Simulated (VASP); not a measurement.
# NaYHf2F6 (Fm-3m) in VASP: a series of runs

The runs below take NaYHf2F6 through single point, relaxation of cell and atoms, with PBE.

Everything below comes from runs of VASP 6.6.1. Logs are shortened: lines on timing, memory, paths and dates and some standing lists are left out, and cuts for length are marked.

## 1. The cell of the first run

Symmetry: Fm-3m, No. 225, cubic system. Conventional cell: a = 8.806 Å, b = 8.806 Å, c = 8.806 Å, α = 90.00°, β = 90.00°, γ = 90.00°. Within 2.9 Å of F (site symmetry 4mm) lie 1 Y at 2.17 Å and 1 Na at 2.23 Å. Within 2.9 Å of Na (site symmetry m-3m) lie 6 F at 2.23 Å. Y (site symmetry m-3m) has 6 F at 2.17 Å within 2.9 Å. Hf (site symmetry -43m) has 12 F at 3.11 Å and 4 Na at 3.81 Å and 4 Y at 3.81 Å within 4.1 Å.

## 2. Single point, PBE

Contents of INCAR:

```
SYSTEM = NaYHf2F6
PREC     = Accurate       ! precision mode
ENCUT    = 520            ! plane-wave cutoff, eV
EDIFF    = 1E-6           ! SCF threshold, eV
ISMEAR   = 0              ! smearing method
SIGMA    = 0.1282         ! smearing width, eV
LREAL    = .False.        ! projectors in reciprocal space
LASPH    = .True.         ! aspherical terms in the spheres
NELM     = 100            ! most SCF steps
ALGO     = Normal         ! electronic algorithm
ISIF     = 2              ! what is computed and relaxed
LWAVE    = .False.        ! write WAVECAR
LCHARG   = .False.        ! write CHGCAR
GGA      = PE             ! functional
NBANDS   = 51             ! bands
```

Contents of KPOINTS:

```
Automatic mesh
0
Gamma
  7 7 7
  0 0 0
```

Contents of POSCAR:

```
NaYHf2F6
1.0
    0.0000000000      4.4027512288      4.4027512288
    4.4027512288      0.0000000000      4.4027512288
    4.4027512288      4.4027512288      0.0000000000
F Na Y Hf
6 1 1 2
Direct
    0.7531973686      0.2468026314      0.2468026314
    0.2468026314      0.7531973686      0.2468026314
    0.2468026314      0.7531973686      0.7531973686
    0.7531973686      0.2468026314      0.7531973686
    0.2468026314      0.2468026314      0.7531973686
    0.7531973686      0.7531973686      0.2468026314
    0.5000000000      0.5000000000      0.5000000000
    0.0000000000      0.0000000000      0.0000000000
    0.2500000000      0.2500000000      0.2500000000
    0.7500000000      0.7500000000      0.7500000000
```

Potentials or basis: VASP PAW PBE potentials, release 64 (F, Na_pv, Y_sv, Hf_pv).

The run is started by

```console
$ cat potpaw_PBE.64/F/POTCAR potpaw_PBE.64/Na_pv/POTCAR potpaw_PBE.64/Y_sv/POTCAR potpaw_PBE.64/Hf_pv/POTCAR > POTCAR
$ mpirun -np 1 vasp_std > vasp.out
```

OUTCAR:

```text
SYSTEM = NaYHf2F6
   PREC = Accurate
   ENCUT = 520
   EDIFF = 1E-6
   ISMEAR = 0
   LREAL = .False.
   LASPH = .True.
   NELM = 100
   ISIF = 2
   GGA = PE

 ion  position               nearest neighbor table
   1  0.753  0.247  0.247-   8 2.17   7 2.23
   2  0.247  0.753  0.247-   8 2.17   7 2.23
   3  0.247  0.753  0.753-   8 2.17   7 2.23
   4  0.753  0.247  0.753-   8 2.17   7 2.23
   5  0.247  0.247  0.753-   8 2.17   7 2.23
   6  0.753  0.753  0.247-   8 2.17   7 2.23
   7  0.500  0.500  0.500-   1 2.23   2 2.23   3 2.23   4 2.23   5 2.23   6 2.23
   8  0.000  0.000  0.000-   1 2.17   2 2.17   3 2.17   4 2.17   5 2.17   6 2.17  10 3.81  10 3.81
                            10 3.81   9 3.81  10 3.81   9 3.81   9 3.81   9 3.81
   9  0.250  0.250  0.250-   8 3.81   8 3.81   8 3.81   8 3.81
  10  0.750  0.750  0.750-   8 3.81   8 3.81   8 3.81   8 3.81

  LATTYP: Found a face centered cubic cell.
 ALAT       =     8.8055024576

  Lattice vectors:

 A1 = (   0.0000000000,   4.4027512288,   4.4027512288)
 A2 = (   4.4027512288,   0.0000000000,   4.4027512288)
 A3 = (   4.4027512288,   4.4027512288,   0.0000000000)

Analysis of symmetry for initial positions (statically):
=====================================================================
 Subroutine PRICEL returns:
 Original cell was already a primitive cell.

 Routine SETGRP: Setting up the symmetry group for a
 face centered cubic supercell.

 Subroutine GETGRP returns: Found 48 space group operations
 (whereof 48 operations were pure point group operations)
 out of a pool of 48 trial point group operations.

The static configuration has the point symmetry O_h .

Analysis of symmetry for dynamics (positions and initial velocities):
=====================================================================
 Subroutine PRICEL returns:
 Original cell was already a primitive cell.

 Routine SETGRP: Setting up the symmetry group for a
 face centered cubic supercell.

 Subroutine GETGRP returns: Found 48 space group operations
 (whereof 48 operations were pure point group operations)
 out of a pool of 48 trial point group operations.

The dynamic configuration has the point symmetry O_h .

 Subroutine INISYM returns: Found 48 space group operations
 (whereof 48 operations are pure point group operations),
 and found     1 'primitive' translations

----------------------------------------------------------------------------------------

                                     Primitive cell

  volume of cell :     170.6878

  direct lattice vectors                    reciprocal lattice vectors
     0.000000000  4.402751229  4.402751229    -0.113565354  0.113565354  0.113565354
     4.402751229  0.000000000  4.402751229     0.113565354 -0.113565354  0.113565354
     4.402751229  4.402751229  0.000000000     0.113565354  0.113565354 -0.113565354

  length of vectors
     6.226430500  6.226430500  6.226430500     0.196700962  0.196700962  0.196700962

  position of ions in fractional coordinates (direct lattice)
     0.753197369  0.246802631  0.246802631
     0.246802631  0.753197369  0.246802631
     0.246802631  0.753197369  0.753197369
     0.753197369  0.246802631  0.753197369
     0.246802631  0.246802631  0.753197369
     0.753197369  0.753197369  0.246802631
     0.500000000  0.500000000  0.500000000
     0.000000000  0.000000000  0.000000000
     0.250000000  0.250000000  0.250000000
     0.750000000  0.750000000  0.750000000

  ion indices of the primitive-cell ions
   primitive index   ion index
                 1           1
                 2           2
                 3           3
                 4           4
                 5           5
                 6           6
                 7           7
                 8           8
                 9           9
                10          10

----------------------------------------------------------------------------------------

 KPOINTS: Automatic mesh

Automatic generation of k-mesh.
 Grid dimensions read from file:
 generate k-points for:    7    7    7

 Generating k-lattice:

  Cartesian coordinates                     Fractional coordinates (reciprocal lattice)
    -0.016223622  0.016223622  0.016223622     0.142857143  0.000000000  0.000000000
     0.016223622 -0.016223622  0.016223622     0.000000000  0.142857143  0.000000000
     0.016223622  0.016223622 -0.016223622     0.000000000  0.000000000  0.142857143

  Length of vectors
     0.028100137  0.028100137  0.028100137

  Shift w.r.t. Gamma in fractional coordinates (k-lattice)
     0.000000000  0.000000000  0.000000000

 Subroutine IBZKPT returns following result:
 ===========================================

 Found     20 irreducible k-points:

 Following reciprocal coordinates:
            Coordinates               Weight
  0.000000  0.000000  0.000000      1.000000
  0.142857  0.000000  0.000000      8.000000
  0.285714  0.000000  0.000000      8.000000
  0.428571  0.000000  0.000000      8.000000
  0.142857  0.142857  0.000000      6.000000
  0.285714  0.142857  0.000000     24.000000
[... 12 lines left out ...]
 -0.428571  0.428571  0.142857     24.000000
 -0.285714  0.428571  0.142857     24.000000
   k-points           NKPTS =     20   k-points in BZ     NKDIM =     20   number of bands    NBANDS=     51
   number of dos      NEDOS =    301   number of ions     NIONS =     10
   total plane-waves  NPLWV = 110592
   dimension x,y,z NGX =    48 NGY =   48 NGZ =   48
   dimension x,y,z NGXF=    96 NGYF=   96 NGZF=   96
   ions per type =               6   1   1   2
   NGX,Y,Z   is equivalent  to a cutoff of  12.82, 12.82, 12.82 a.u.
   NGXF,Y,Z  is equivalent  to a cutoff of  25.63, 25.63, 25.63 a.u.
 SYSTEM =  NaYHf2F6
   PREC   = accura    normal or accurate (medium, high low for compatibility)
   ISTART =      0    job   : 0-new  1-cont  2-samecut
   ICHARG =      2    charge: 1-file 2-atom 10-const
   ISPIN  =      1    spin polarized calculation?
   LNONCOLLINEAR =      F non collinear calculations
   LSORBIT =      F    spin-orbit coupling
   LASPH  =      T    aspherical Exc in radial PAW
   ENCUT  =  520.0 eV  38.22 Ry    6.18 a.u.  11.58 11.58 11.58*2*pi/ulx,y,z
   NELM   =    100;   NELMIN=  2; NELMDL= -5     # of ELM steps
   EDIFF  = 0.1E-05   stopping-criterion for ELM
   LREAL  =      F    real-space projection
   EDIFFG = 0.1E-04   stopping-criterion for IOM
   NSW    =      0    number of steps for IOM
   IBRION =     -1    ionic relax: 0-MD 1-quasi-New 2-CG
   NFREE  =      0    steps in history (QN), initial steepest desc. (CG)
   ISIF   =      2    stress and relaxation
   ISYM   =      2    0-nonsym 1-usesym 2-fastsym
   POTIM  = 0.5000    time-step for ionic-motion
   TEBEG  =    0.0;   TEEND  =   0.0 temperature during run
   PSTRESS=    0.0 pullay stress
   NELECT =      80.0000    total number of electrons
   NUPDOWN=      -1.0000    fix difference up-down
   EMIN   =  10.00;   EMAX   =-10.00  energy-range for DOS
   EFERMI =   0.00;   METHOD = LEGACY
   ISMEAR =     0;   SIGMA  =   0.13  broadening in eV -4-tet -1-fermi 0-gaus
   EFERMI_NEDOS =   21; number of points for ismear=-14 and -15
   IALGO  =     38    algorithm
   IMIX   =      4    mixing-type and parameters
     AMIX     =   0.40;   BMIX     =  1.00
     AMIX_MAG =   1.60;   BMIX_MAG =  1.00
  volume/ion in A,a.u.               =      17.07       115.19
  Fermi-wavevector in a.u.,A,eV,Ry     =   1.271659  2.403087 22.002208  1.617117
  Thomas-Fermi vector in A             =   2.404580
   LORBIT       =      0    0 simple, 1 ext, 2 COOP (PROOUT), +10 PAW based schemes
   GGA     = PE    functional components
   LHFCALC =     F    Hartree Fock is set to
   AEXX    =    0.0000 exact exchange contribution
   IVDW    =     0    specifies the selected vdW correction
   LEPSILON=     F    determine dielectric tensor
   LRPA    =     F    only Hartree local field effects (RPA)
 non-spin polarized calculation
 Gauss-broadening in eV      SIGMA  =   0.13
  energy-cutoff  :      520.00
  volume of cell :      170.69
 maximum number of plane-waves:      4645
 NGX is ok and might be reduce to    48
   NGX = 23   NGY = 23   NGZ = 23

 number of electron      80.0000006 magnetization

 Free energy of the ion-electron system (eV)
  ---------------------------------------------------
  ext. energy  EPLUGINS =         0.00000000
  ---------------------------------------------------
  free energy    TOTEN  =       -56.71248327 eV

  energy without entropy =      -56.59969642  energy(sigma->0) =      -56.65608985

 E-fermi :   3.2550     XC(G=0):  -9.5094

 val. band max:        3.2512110289   @ k =  -0.4286   0.2857   0.1429
 cond. band min:       3.2590084615   @ k =   0.2857   0.2857   0.0000
 fundamental gap:      0.0077974326
 Fermi energy:         3.2549971000

 k-point     1 :       0.0000    0.0000    0.0000
  band No.  band energies     occupation
      1     -39.9224      2.00000
      2     -30.0755      2.00000
      3     -30.0755      2.00000
      4     -30.0755      2.00000
      5     -30.0687      2.00000
      6     -30.0687      2.00000
[... 43 lines left out ...]
     50       6.6194      0.00000
     51       6.6194      0.00000

 k-point     2 :       0.1429    0.0000    0.0000
  band No.  band energies     occupation
      1     -39.9224      2.00000
      2     -30.0753      2.00000
      3     -30.0752      2.00000
      4     -30.0752      2.00000
      5     -30.0691      2.00000
      6     -30.0690      2.00000
[... 43 lines left out ...]
     50       6.6251      0.00000
     51       6.6332      0.00000

 k-point     3 :       0.2857    0.0000    0.0000
  band No.  band energies     occupation
      1     -39.9224      2.00000
      2     -30.0747      2.00000
      3     -30.0743      2.00000
      4     -30.0743      2.00000
      5     -30.0703      2.00000
      6     -30.0701      2.00000
[... 907 lines left out ...]
     50       5.6330      0.00000
     51       6.1635      0.00000

 k-point    20 :      -0.2857    0.4286    0.1429
  band No.  band energies     occupation
      1     -39.9224      2.00000
      2     -30.0776      2.00000
      3     -30.0770      2.00000
      4     -30.0735      2.00000
      5     -30.0714      2.00000
      6     -30.0681      2.00000
[... 43 lines left out ...]
     50       5.6224      0.00000
     51       6.0241      0.00000

------------------------ aborting loop because EDIFF is reached ----------------------------------------

  FORCE on cell =-STRESS in cart. coord.  units (eV):
  Direction    XX          YY          ZZ          XY          YZ          ZX
  --------------------------------------------------------------------------------------
  -------------------------------------------------------------------------------------
  Total       -0.3351375     -0.3351375     -0.3351375     -0.0000000     -0.0000000      0.0000000
  in kB       -3.1458007     -3.1458007     -3.1458007     -0.0000000     -0.0000000      0.0000000
  external PRESSURE =      -3.1458007 kB  Pullay stress =       0.0000000 kB

 VOLUME and BASIS-vectors are now :
 -----------------------------------------------------------------------------
  energy-cutoff  :      520.00
  volume of cell :      170.69
      direct lattice vectors                 reciprocal lattice vectors
     0.000000000  4.402751229  4.402751229    -0.113565354  0.113565354  0.113565354
     4.402751229  0.000000000  4.402751229     0.113565354 -0.113565354  0.113565354
     4.402751229  4.402751229  0.000000000     0.113565354  0.113565354 -0.113565354

 POSITION                                       TOTAL-FORCE (eV/Angst)
 -----------------------------------------------------------------------------------
      2.17322      4.40275      4.40275         0.009575     -0.000000     -0.000000
      4.40275      2.17322      4.40275        -0.000000      0.009575     -0.000000
      6.63228      4.40275      4.40275        -0.009575     -0.000000     -0.000000
      4.40275      6.63228      4.40275        -0.000000     -0.009575     -0.000000
      4.40275      4.40275      2.17322        -0.000000     -0.000000      0.009575
      4.40275      4.40275      6.63228        -0.000000     -0.000000     -0.009575
      4.40275      4.40275      4.40275        -0.000000     -0.000000     -0.000000
      0.00000      0.00000      0.00000        -0.000000     -0.000000     -0.000000
      2.20138      2.20138      2.20138        -0.000000     -0.000000     -0.000000
      6.60413      6.60413      6.60413        -0.000000     -0.000000      0.000000
 -----------------------------------------------------------------------------------
    total drift:                               -0.000000     -0.000000      0.000000

  FREE ENERGIE OF THE ION-ELECTRON SYSTEM (eV)
  ---------------------------------------------------
  free  energy   TOTEN  =       -56.7124832699 eV

  energy  without entropy=      -56.5996964228  energy(sigma->0) =      -56.65608985
```

Wall time 3 min (1 thread of AMD EPYC 9R45 (Zen 5), shared host); peak memory 0.41 GiB.

Results:

* Free energy: -56.7125 eV
* Pressure: -0.3 GPa
* Largest force: 0.010 eV/Å
* Band gap on the k mesh: zero (bands 40 and 41 overlap by 0.33 eV)

Forces on the atoms (eV/Å):
```
F    0.010  0.000  0.000
F    0.000  0.010  0.000
F   -0.010  0.000  0.000
F    0.000 -0.010  0.000
F    0.000  0.000  0.010
F    0.000  0.000 -0.010
Na   0.000  0.000  0.000
Y    0.000  0.000  0.000
Hf   0.000  0.000  0.000
Hf   0.000  0.000  0.000
```

Levels at points of the mesh, in eV from the Fermi level:
```
           k point  band 38  band 39  band 40  band 41  band 42  band 43
(0.00, 0.00, 0.00)    -2.76    -0.67    -0.67    -0.06    -0.06    -0.06
```

Caveat: spin-orbit coupling is left out, which moves the levels of the heavy elements.

(Part 1 of 2 ends here.)
